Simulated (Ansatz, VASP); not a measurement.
One calculation of CsAs, two programs

```
Cs As
1.0
     0.00000    3.22824    3.22824
     3.22824    0.00000    3.22824
     3.22824    3.22824    0.00000
Cs As
1 1
Direct
  0.00000 0.00000 0.00000
  0.50000 0.50000 0.50000
```

Alike in both runs: task relaxation of cell and atoms; functional PBE; k mesh 6 × 6 × 6; occupations gaussian, width 0.1 eV; no spin polarisation.

|  | VASP | Ansatz |
| --- | --- | --- |
| version | VASP 6.6.1 | Ansatz 0.2.0 |
| potentials or method | VASP PAW PBE potentials, release 64 (Cs_sv, As), cutoff 600 eV | scalar-relativistic, plane waves, PAW |
| valence electrons in the cell | 14 | 24 |

|  | VASP | Ansatz | Ansatz less VASP |
| --- | --- | --- | --- |
| gap on the k mesh at the Fermi level, each at its own relaxed structure (eV) | none | none | - |
| relaxed volume (Å³/atom) | 50.06 | 49.39 | -0.665 |
| relaxed cell length with the largest relative difference (Å) | 5.212 | 5.189 | -0.0232 |

A gap of «none» marks a metal or a gap that the smearing closes. VASP's potentials hold 14 valence electrons a cell and Ansatz's 24, so a difference there can come from the potentials and not from the codes.

Spin-orbit coupling is off throughout. Noted on VASP's run: the volume moved by over 15 % at a fixed basis, so the end points are rough.
